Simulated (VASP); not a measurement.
**Mg2Sn: single point with PBEsol**

The system is Mg2Sn.

```
Mg Sn
1.0
     0.00000    3.37395    3.37395
     3.37395    0.00000    3.37395
     3.37395    3.37395    0.00000
Mg Sn
2 1
Direct
  0.25000 0.25000 0.25000
  0.75000 0.75000 0.75000
  0.00000 0.00000 0.00000
```

```
Program                : VASP 6.6.1
Task                   : single point
Functional             : PBEsol
Potentials or basis    : VASP PAW PBE potentials, release 64 (Mg, Sn_d)
Cutoff                 : 600 eV
k mesh                 : 12 × 12 × 12
Occupations            : fermi-dirac, width 0.1 eV
Spin                   : no spin polarisation
Dipole correction      : no
Further INCAR settings : ALGO = Normal; EDIFF = 1e-06; NBANDS = 16
```

```json
{"Pressure": "-0.2 GPa", "Band gap on the k mesh": "zero (bands 9 and 10 overlap by 0.11 eV)"}
```

Levels at points of the mesh, in eV from the Fermi level:
```tsv
k point	band 7	band 8	band 9	band 10	band 11	band 12
(0.00, 0.00, 0.00)	0.02	0.02	0.02	1.41	2.20	2.20
(0.50, 0.00, 0.00)	-4.81	-0.81	-0.81	0.71	2.25	2.25
(0.50, 0.50, 0.00)	-4.58	-2.09	-2.09	-0.09	0.13	7.24
```

It took 2.7 min on 1 thread of Intel Xeon 8259CL, with other jobs on the host, peak memory 0.31 GiB.

Caveat: the PAW data sets were made with another functional, which shifts forces and pressure a little; spin-orbit coupling is left out, which moves the levels of the heavy elements.
